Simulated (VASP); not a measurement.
Be: single point with PBE

Be:

```
Be
1.0
     2.27976    0.00000    0.00000
    -1.13988    1.97433    0.00000
     0.00000    0.00000    3.52733
Be
2
Direct
  0.33333 0.66667 0.75000
  0.66667 0.33333 0.25000
```

- Program: VASP 6.6.1
- Task: single point
- Functional: PBE
- Potentials or basis: VASP PAW PBE potentials, release 64 (Be)
- Cutoff: 520 eV
- k mesh: 10 × 10 × 6
- Occupations: gaussian, width 0.05 eV
- Spin: no spin polarisation

| Item | Value |
| --- | --- |
| Pressure | 0.2 GPa |
| Band gap on the k mesh | zero (bands 2 and 3 overlap by 0.78 eV) |

Stress tensor (GPa, compression positive):
```
0.11 0.00 0.00
0.00 0.11 0.00
0.00 0.00 0.27
```

Levels at points of the mesh, in eV from the Fermi level:
| k point | band 1 | band 2 | band 3 | band 4 | band 5 | band 6 | band 7 |
| --- | --- | --- | --- | --- | --- | --- | --- |
| (0.00, 0.00, 0.00) | -11.31 | -4.24 | 1.42 | 15.61 | 15.61 | 18.54 | 18.54 |
| (0.50, 0.00, 0.00) | -5.03 | -3.19 | 3.67 | 6.57 | 6.96 | 9.12 | 10.21 |
| (0.00, 0.00, 0.50) | -9.10 | -9.10 | 11.22 | 11.22 | 17.33 | 17.33 | 17.33 |
| (0.50, 0.00, 0.50) | -3.62 | -3.62 | 1.53 | 1.53 | 11.80 | 11.80 | 15.69 |

Wall time 6 s on 1 thread of Intel(R) Xeon(R) Platinum 8559C (Emerald Rapids), on a shared host, peak memory 0.12 GiB.
